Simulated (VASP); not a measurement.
# Be2F (P-42_1m) in VASP: a series of runs

Be2F is run at these levels: PBE, PBE+D4; tasks: relaxation of cell and atoms, single point.

All numbers are computed with VASP 6.6.1; they aren't measurements. Logs are shortened: lines on timing, memory, paths and dates and some standing lists are left out, and cuts for length are marked.

## 1. The cell of the first run

The structure is tetragonal, space group P-42_1m (No. 113). Conventional cell: a = 3.401 Å, b = 3.401 Å, c = 5.996 Å, α = 90.00°, β = 90.00°, γ = 90.00°. Be (site symmetry m) has 1 F at 1.60 Å and 5 Be at 2.18 Å within 2.2 Å. F (site symmetry 2mm) has 2 Be at 1.60 Å within 2.1 Å.

The cell was built from a structure type or drawn by symmetry, and may not be a known phase.

## 2. Relaxation of cell and atoms, PBE

INCAR reads:

```
SYSTEM = Be2F
PREC = Accurate ; ENCUT = 600
EDIFF = 1E-6 ; ISMEAR = 0
SIGMA = 0.1 ; LREAL = .False.
LASPH = .True. ; NELM = 60
ALGO = Normal ; ISIF = 3
LWAVE = .False. ; LCHARG = .False.
GGA = PE ; IBRION = 2
NSW = 100 ; EDIFFG = -0.01
```

KPOINTS reads:

```
regular mesh
0
Gamma
  12 12 6
  0 0 0
```

POSCAR reads:

```
Be2F
1.0
    3.4014007531      0.0000000000      0.0000000000
    0.0000000000      3.4014007531      0.0000000000
    0.0000000000      0.0000000000      5.9963361653
Be F
4 2
Direct
    0.7731839898      0.2731839898      0.8875914421
    0.7268160102      0.7731839898      0.1124085579
    0.2731839898      0.2268160102      0.1124085579
    0.2268160102      0.7268160102      0.8875914421
    0.5000000000      0.0000000000      0.3083825866
    0.0000000000      0.5000000000      0.6916174134
```

Potentials or basis: VASP PAW PBE potentials, release 64 (Be, F).

Run with:

```bash
cat potpaw_PBE.64/Be/POTCAR potpaw_PBE.64/F/POTCAR > POTCAR
mpirun -np 1 vasp_std > vasp.out
```

OUTCAR:

```text
SYSTEM = Be2F
   PREC = Accurate
   ENCUT = 600
   EDIFF = 1E-6
   ISMEAR = 0
   LREAL = .False.
   LASPH = .True.
   NELM = 60
   ISIF = 3
   GGA = PE
   IBRION = 2
   NSW = 100
   EDIFFG = -0.01

 ion  position               nearest neighbor table
   1  0.773  0.273  0.888-   6 1.60   3 2.18   2 2.18   2 2.18   3 2.18   4 2.18
   2  0.727  0.773  0.112-   5 1.60   4 2.18   1 2.18   1 2.18   4 2.18   3 2.18
   3  0.273  0.227  0.112-   5 1.60   4 2.18   1 2.18   4 2.18   1 2.18   2 2.18
   4  0.227  0.727  0.888-   6 1.60   3 2.18   2 2.18   3 2.18   2 2.18   1 2.18
   5  0.500  0.000  0.308-   2 1.60   3 1.60
   6  0.000  0.500  0.692-   1 1.60   4 1.60

  LATTYP: Found a simple tetragonal cell.
 ALAT       =     3.4014007531
 C/A-ratio  =     1.7629019926

  Lattice vectors:

 A1 = (   3.4014007531,   0.0000000000,   0.0000000000)
 A2 = (   0.0000000000,   3.4014007531,   0.0000000000)
 A3 = (   0.0000000000,   0.0000000000,   5.9963361653)

Analysis of symmetry for initial positions (statically):
=====================================================================
 Subroutine PRICEL returns:
 Original cell was already a primitive cell.

 Routine SETGRP: Setting up the symmetry group for a
 simple tetragonal supercell.

 Subroutine GETGRP returns: Found  8 space group operations
 (whereof  4 operations were pure point group operations)
 out of a pool of 16 trial point group operations.

The static configuration has the point symmetry S_4 .
 The point group associated with its full space group is D_2d.

Analysis of symmetry for dynamics (positions and initial velocities):
=====================================================================
 Subroutine PRICEL returns:
 Original cell was already a primitive cell.

 Routine SETGRP: Setting up the symmetry group for a
 simple tetragonal supercell.

 Subroutine GETGRP returns: Found  8 space group operations
 (whereof  4 operations were pure point group operations)
 out of a pool of 16 trial point group operations.

The dynamic configuration has the point symmetry S_4 .
 The point group associated with its full space group is D_2d.

 Subroutine INISYM returns: Found  8 space group operations
 (whereof  4 operations are pure point group operations),
 and found     1 'primitive' translations

----------------------------------------------------------------------------------------

                                     Primitive cell

[... 120 lines left out ...]
  Fermi-wavevector in a.u.,A,eV,Ry     =   1.116388  2.109668 16.957246  1.246322
  Thomas-Fermi vector in A             =   2.253002
   LORBIT       =      0    0 simple, 1 ext, 2 COOP (PROOUT), +10 PAW based schemes
   GGA     = PE    functional components
   LHFCALC =     F    Hartree Fock is set to
   AEXX    =    0.0000 exact exchange contribution
   IVDW    =     0    specifies the selected vdW correction
   LEPSILON=     F    determine dielectric tensor
   LRPA    =     F    only Hartree local field effects (RPA)
 conjugate gradient relaxation of ions
 non-spin polarized calculation
 Gauss-broadening in eV      SIGMA  =   0.10
  energy-cutoff  :      600.00
  volume of cell :       69.37
 maximum number of plane-waves:      2344
 NGX is ok and might be reduce to    28
   NGX = 13   NGY = 13   NGZ = 23

--------------------------------------- Ionic step        1  -------------------------------------------

 number of electron      21.9999976 magnetization

 Free energy of the ion-electron system (eV)
  ---------------------------------------------------
  ext. energy  EPLUGINS =         0.00000000
  ---------------------------------------------------
  free energy    TOTEN  =       -24.84342830 eV

  energy without entropy =      -24.84005592  energy(sigma->0) =      -24.84174211

------------------------ aborting loop because EDIFF is reached ----------------------------------------

  FORCE on cell =-STRESS in cart. coord.  units (eV):
  Direction    XX          YY          ZZ          XY          YZ          ZX
  --------------------------------------------------------------------------------------
  -------------------------------------------------------------------------------------
  Total        0.0179982      0.0179982      0.2102969      0.0000000      0.0000000     -0.0000000
  in kB        0.4156589      0.4156589      4.8567063      0.0000000      0.0000000     -0.0000000
  external PRESSURE =       1.8960080 kB  Pullay stress =       0.0000000 kB
[... 267 lines left out ...]
--------------------------------------- Ionic step        8  -------------------------------------------

 number of electron      21.9999980 magnetization

 Free energy of the ion-electron system (eV)
  ---------------------------------------------------
  ext. energy  EPLUGINS =         0.00000000
  ---------------------------------------------------
  free energy    TOTEN  =       -24.84529727 eV

  energy without entropy =      -24.84208499  energy(sigma->0) =      -24.84369113

 E-fermi :   2.6201     XC(G=0):  -8.6856

 val. band max:        2.5818419583   @ k =   0.3333   0.0000   0.3333
 cond. band min:       2.6433146039   @ k =   0.3333   0.0000   0.1667
 fundamental gap:      0.0614726456
 Fermi energy:         2.6200611086

 k-point     1 :       0.0000    0.0000    0.0000
  band No.  band energies     occupation
      1     -23.0279      2.00000
      2     -22.9618      2.00000
      3      -6.3564      2.00000
      4      -4.8554      2.00000
      5      -4.6542      2.00000
      6      -4.6542      2.00000
      7      -3.5226      2.00000
      8      -3.4808      2.00000
      9      -3.4808      2.00000
     10       1.0010      2.00000
     11       1.9960      2.00000
     12       4.6702      0.00000
     13       5.9744      0.00000
     14       7.5952      0.00000
[... 401 lines left out ...]
      2     -22.9120      2.00000
      3      -5.3606      2.00000
      4      -5.2251      2.00000
      5      -5.1762      2.00000
      6      -4.9896      2.00000
      7      -4.4423      2.00000
      8      -4.3461      2.00000
      9      -1.3961      2.00000
     10      -0.2873      2.00000
     11       0.9252      2.00000
     12       2.2266      2.00000
     13       7.0085      0.00000
     14       7.5920      0.00000
     15       7.9704      0.00000

 [... further k-points ...]

------------------------ aborting loop because EDIFF is reached ----------------------------------------

  FORCE on cell =-STRESS in cart. coord.  units (eV):
  Direction    XX          YY          ZZ          XY          YZ          ZX
  --------------------------------------------------------------------------------------
  -------------------------------------------------------------------------------------
  Total        0.0024054      0.0024054     -0.0342559      0.0000000      0.0000000      0.0000000
  in kB        0.0556662      0.0556662     -0.7927659      0.0000000      0.0000000      0.0000000
  external PRESSURE =      -0.2271445 kB  Pullay stress =       0.0000000 kB
[... 21 lines left out ...]
  FREE ENERGIE OF THE ION-ELECTRON SYSTEM (eV)
  ---------------------------------------------------
  free  energy   TOTEN  =       -24.8452972674 eV

  energy  without entropy=      -24.8420849936  energy(sigma->0) =      -24.84369113

 reached required accuracy - stopping structural energy minimisation
```

OSZICAR:

```text
N       E                     dE             d eps       ncg     rms          rms(c)
DAV:   1     0.113788363834E+03    0.11379E+03   -0.11911E+04  3360   0.145E+03
DAV:   2    -0.190567855341E+02   -0.13285E+03   -0.13004E+03  4438   0.299E+02
DAV:   3    -0.264175354686E+02   -0.73607E+01   -0.73366E+01  4347   0.796E+01
[... 51 lines left out ...]
       N       E                     dE             d eps       ncg     rms          rms(c)
DAV:   1    -0.248452817787E+02   -0.21227E-04   -0.10623E-02  3360   0.104E+00    0.284E-02
DAV:   2    -0.248452991503E+02   -0.17372E-04   -0.29930E-04  3409   0.163E-01    0.954E-03
DAV:   3    -0.248452977983E+02    0.13520E-05   -0.27095E-06  3508   0.221E-02    0.594E-03
DAV:   4    -0.248452972674E+02    0.53089E-06   -0.35991E-06  3430   0.227E-02
   8 F= -.24845297E+02 E0= -.24843691E+02  d E =-.376680E-04
```

It took 2.5 min on 1 thread of Intel Xeon 6975P-C (Granite Rapids), shared host; peak memory 0.27 GiB.

Results:

```yaml
Free_energy: -24.8453 eV
Relaxed_volume: 11.54 Å³/atom
Relaxed_cell: a = 3.398 Å, b = 3.398 Å, c = 5.997 Å, α = 90.00°, β = 90.00°, γ = 90.00°
Space_group_after_relaxing_to_0.1_Å: P-42_1m (No. 113)
Energy_gained_by_relaxing: 0.3 meV/atom
Ionic_steps: 8
Pressure_after_relaxing: 0.0 GPa
Largest_force_after_relaxing: 0.009 eV/Å
Band_gap_on_the_k_mesh: zero (bands 11 and 12 overlap by 4.08 eV)
```

Forces in eV/Å, atoms in the order of the input:
```
Be   0.000  0.000 -0.005
Be   0.000  0.000  0.005
Be   0.000  0.000  0.005
Be   0.000  0.000 -0.005
F    0.000  0.000  0.009
F    0.000  0.000 -0.009
```

Step by step:
```
step  energy change (eV)  largest force (eV/Å)  pressure (GPa)  volume (Å³)
   1              0.0000                0.1542            0.19        69.37
   2             -0.0012                0.0667           -0.45        69.51
   3             -0.0016                0.0218           -0.21        69.46
   4             -0.0018                0.0117           -0.07        69.33
   5             -0.0018                0.0138            0.00        69.25
   6             -0.0018                0.0143            0.02        69.24
   7             -0.0018                0.0140            0.01        69.24
   8             -0.0019                0.0086           -0.02        69.23
```

Final structure:
```yaml
crystal:
  lattice:
    - [3.39767, 0.00000, 0.00000]
    - [0.00000, 3.39767, 0.00000]
    - [0.00000, 0.00000, 5.99706]
  atoms:
    - { symbol: Be, position: [0.77331, 0.27331, 0.88825] }
    - { symbol: Be, position: [0.72669, 0.77331, 0.11175] }
    - { symbol: Be, position: [0.27331, 0.22669, 0.11175] }
    - { symbol: Be, position: [0.22669, 0.72669, 0.88825] }
    - { symbol: F, position: [0.50000, 0.00000, 0.30956] }
    - { symbol: F, position: [0.00000, 0.50000, 0.69044] }
```

## 3. Single point, PBE+D4

This run uses another cell than the first one, of 11.69 Å³/atom.

INCAR reads:

```
SYSTEM = Be2F
ALGO = Normal ; EDIFF = 1E-6
ENCUT = 910 ; GGA = PE
GGA_COMPAT = .False. ; ISIF = 2
ISMEAR = 0 ; IVDW = 13
LASPH = .True. ; LCHARG = .True.
LELF = .True. ; LREAL = .False.
LVHAR = .True. ; LWAVE = .False.
NBANDS = 20 ; NELM = 120
PREC = Accurate ; SIGMA = 0.1
```

KPOINTS reads:

```
k-points
0
Gamma
  12 12 6
  0 0 0
```

POSCAR reads:

```
Be2F
1.0
    3.4027717875      0.0000000000      0.0000000000
    0.0000000000      3.4027717875      0.0000000000
    0.0000000000      0.0000000000      6.0554587304
Be F
4 2
Direct
    0.7744155518      0.2744155518      0.8895349434
    0.7255844482      0.7744155518      0.1104650566
    0.2744155518      0.2255844482      0.1104650566
    0.2255844482      0.7255844482      0.8895349434
    0.5000000000      0.0000000000      0.3059253268
    0.0000000000      0.5000000000      0.6940746732
```

Potentials or basis: VASP PAW PBE potentials, release 64 (Be, F_h).

Run with:

```bash
cat potpaw_PBE.64/Be/POTCAR potpaw_PBE.64/F_h/POTCAR > POTCAR
mpirun -np 1 vasp_std > vasp.out
```

Run time: 4.5 min. Hardware: 1 thread of Intel Xeon Platinum 8259CL at 2.50GHz (Skylake/Cascade Lake), shared host; peak memory 0.45 GiB.

The run converged. Its results:

```
Free energy                : -25.2927 eV
Pressure                   : -1.1 GPa
Largest force              : 0.041 eV/Å
Band gap on the k mesh     : zero (bands 11 and 12 overlap by 4.07 eV)
Dispersion energy per atom : -0.066 eV
```

Forces in eV/Å, atoms in the order of the input:
```
Be  -0.015 -0.015  0.013
Be   0.015 -0.015 -0.013
Be  -0.015  0.015 -0.013
Be   0.015  0.015  0.013
F    0.000  0.000  0.041
F    0.000  0.000 -0.041
```

Stress tensor (GPa, compression positive):
```
-1.16  0.00  0.00
 0.00 -1.16  0.00
 0.00  0.00 -0.90
```

Levels at points of the mesh, in eV from the Fermi level:
```csv
k point,band 8,band 9,band 10,band 11,band 12,band 13,band 14,band 15
"(0.00, 0.00, 0.00)",-6.16,-6.15,-1.62,-0.62,2.03,3.36,4.94,4.94
"(0.50, 0.00, 0.00)",-6.62,-4.22,-4.22,1.60,1.60,3.65,3.65,5.49
"(0.50, 0.50, 0.00)",-7.16,-2.61,-2.61,-2.47,-2.47,5.30,5.30,5.51
"(0.00, 0.00, 0.50)",-6.15,-5.73,-1.76,-0.61,2.37,2.79,4.93,4.93
"(0.50, 0.00, 0.50)",-6.56,-4.30,-4.30,1.49,1.49,3.55,3.55,6.49
"(0.50, 0.50, 0.50)",-7.20,-2.60,-2.60,-2.37,-2.37,5.07,5.07,5.29
```

Caveat: the cutoff is under 1.25 times the usual one of these potentials, so pressure, stress and relaxed cells hold a basis-set (Pulay) error.

## 4. Single point, PBE

This run uses another cell than the first one, of 11.69 Å³/atom.

INCAR reads:

```
SYSTEM = Be2F
PREC = Accurate
ENCUT = 910
EDIFF = 1E-6
ISMEAR = 0
SIGMA = 0.1
LREAL = .False.
LASPH = .True.
NELM = 120
ALGO = Normal
ISIF = 2
LWAVE = .False.
LCHARG = .False.
GGA = PE
NBANDS = 20
GGA_COMPAT = .False.
```

KPOINTS reads:

```
Automatic mesh
0
Gamma
  12 12 6
  0 0 0
```

POSCAR is that of step 3.

Run with:

```bash
cat potpaw_PBE.64/Be/POTCAR potpaw_PBE.64/F_h/POTCAR > POTCAR
mpirun -np 1 vasp_std > vasp.out
```

It took 4 min on 1 thread of Intel Xeon Platinum 8259CL at 2.50GHz (Skylake/Cascade Lake), shared host; peak memory 0.45 GiB.

Results (log left out):

```
Free energy            : -24.8972 eV
Pressure               : -0.2 GPa
Largest force          : 0.046 eV/Å
Band gap on the k mesh : zero (bands 11 and 12 overlap by 4.07 eV)
```

Forces on the atoms (eV/Å):
```
Be  -0.015 -0.015  0.012
Be   0.015 -0.015 -0.012
Be  -0.015  0.015 -0.012
Be   0.015  0.015  0.012
F    0.000  0.000  0.046
F    0.000  0.000 -0.046
```

Stress tensor (GPa, compression positive):
```
-0.23  0.00  0.00
 0.00 -0.23  0.00
 0.00  0.00 -0.06
```

Levels at points of the mesh, in eV from the Fermi level:
```tsv
k point	band 9	band 10	band 11	band 12	band 13	band 14
(0.00, 0.00, 0.00)	-6.15	-1.62	-0.62	2.03	3.36	4.94
(0.50, 0.00, 0.00)	-4.22	-4.22	1.60	1.60	3.65	3.65
(0.50, 0.50, 0.00)	-2.61	-2.61	-2.47	-2.47	5.30	5.30
(0.00, 0.00, 0.50)	-5.73	-1.76	-0.61	2.37	2.79	4.93
(0.50, 0.00, 0.50)	-4.30	-4.30	1.49	1.49	3.55	3.55
(0.50, 0.50, 0.50)	-2.60	-2.60	-2.37	-2.37	5.07	5.07
```

Caveat: the cutoff is under 1.25 times the usual one of these potentials, so pressure, stress and relaxed cells hold a basis-set (Pulay) error.

## 5. Overview

```csv
task,level,potentials or basis,cell,cutoff (eV),gap on the mesh (eV),pressure (GPa),largest force (eV/Å)
relaxation of cell and atoms,PBE,"VASP PAW PBE potentials, release 64 (Be, F)","relaxed from a = 3.401, b = 3.401, c = 5.996 Å, 6 atoms, atomic positions A",600,none,0.0,0.01
single point,PBE+D4,"VASP PAW PBE potentials, release 64 (Be, F_h)","a = 3.403, b = 3.403, c = 6.055 Å, 6 atoms, atomic positions B",910,none,-1.1,0.04
single point,PBE,"VASP PAW PBE potentials, release 64 (Be, F_h)","a = 3.403, b = 3.403, c = 6.055 Å, 6 atoms, atomic positions B",910,none,-0.2,0.05
```

Alike in all rows: no spin polarisation; k mesh 12 × 12 × 6; smearing gaussian 0.1 eV.

Caveats: the cutoff is under 1.25 times the usual one of these potentials, so pressure, stress and relaxed cells hold a basis-set (Pulay) error (at least some runs).

Absolute energies hang on the potentials; compare differences alone.
